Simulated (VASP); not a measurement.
Input of a VASP 6.6.1 run:

Contents of INCAR:

```
SYSTEM = Ti
PREC = Accurate
ENCUT = 520
EDIFF = 1E-6
ISMEAR = 0
SIGMA = 0.15
LREAL = .FALSE.
LASPH = .TRUE.
NELM = 100
ALGO = Fast
ISIF = 2
LWAVE = .FALSE.
LCHARG = .FALSE.
GGA = PS
NBANDS = 19
```

KPOINTS

```
regular mesh
0
G
  24 24 14
  0 0 0
```

Contents of POSCAR:

```
Ti
1.0
    2.9004352004      0.0000000000      0.0000000000
   -1.4502176002      2.5495283241      0.0000000000
    0.0000000000      0.0000000000      4.5909904469
Ti
2
Direct
    0.3333333333      0.6666666667      0.2500000000
    0.6666666667      0.3333333333      0.7500000000
```

Potentials or basis: VASP PAW PBE potentials, release 64 (Ti_sv).

Command:

```bash
$ cat potpaw_PBE.64/Ti_sv/POTCAR > POTCAR
$ mpirun -np 1 vasp_std > vasp.out
```

Task: Estimate the pressure.

Result: -2.1 GPa.

Task: Predict the band gap on the k mesh.

Result: Zero (bands 12 and 13 overlap by 1.24 eV).

Task: What does it give for the largest force?

Result: 0.040 eV/Å.

Forces in eV/Å, atoms in the order of the input:
```
Ti   0.000  0.040  0.000
Ti   0.000 -0.040  0.000
```

Caveat: the cell differs from its parent crystal (strain +0.0150 x Voigt [0, 1, 0, 0, 0, 0]); the PAW data sets were made with another functional, which shifts forces and pressure a little.
